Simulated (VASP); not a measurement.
## Al3Cu: single point with LDA

Crystal: Al3Cu.

```xyz
4
Lattice="3.8258 0.0000 0.0000 0.0000 3.8258 0.0000 0.0000 0.0000 3.6005" Properties=species:S:1:pos:R:3 pbc="T T T"
Al    0.0000    1.9129    1.8002
Al    1.9129    0.0000    1.8002
Al    1.9129    1.9129    0.0000
Cu    0.0000    0.0000    0.0000
```

```yaml
Program: VASP 6.6.1
Task: single point
Functional: LDA
Potentials_or_basis: VASP PAW LDA potentials, release 64 (Al, Cu)
Cutoff: 520 eV
k_mesh: 12 × 12 × 12
Occupations: gaussian, width 0.15 eV
Spin: no spin polarisation
```

* Pressure: 11.1 GPa
* Band gap on the k mesh: zero (bands 10 and 11 overlap by 4.03 eV)

Stress tensor (GPa, compression positive):
```
 8.51  0.00  0.00
 0.00  8.51  0.00
 0.00  0.00 16.13
```

Levels at points of the mesh, in eV from the Fermi level:
```tsv
k point	band 6	band 7	band 8	band 9	band 10	band 11	band 12	band 13	band 14	band 15
(0.00, 0.00, 0.00)	-4.11	-3.01	-3.01	-1.90	-0.92	0.35	1.35	6.61	6.61	6.76
(0.50, 0.00, 0.00)	-4.08	-3.91	-0.27	-0.02	0.42	0.79	0.88	2.39	2.96	4.38
(0.50, 0.50, 0.00)	-4.32	-3.91	-3.82	-3.45	1.87	3.66	3.66	3.93	4.74	4.74
(0.00, 0.00, 0.50)	-4.06	-3.76	-0.05	-0.05	0.33	0.33	0.37	2.16	2.39	3.70
(0.50, 0.00, 0.50)	-4.35	-3.88	-3.68	-3.47	1.12	2.88	3.07	3.22	3.71	3.82
(0.50, 0.50, 0.50)	-4.47	-4.33	-3.90	-3.83	-2.73	-2.03	-1.89	-1.89	11.99	12.93
```

Wall time 2.4 min on 1 thread of Intel(R) Xeon(R) Platinum 8488C (Sapphire Rapids), with other jobs on the host, peak memory 0.26 GiB.

Caveat: the cell stands under pressure.
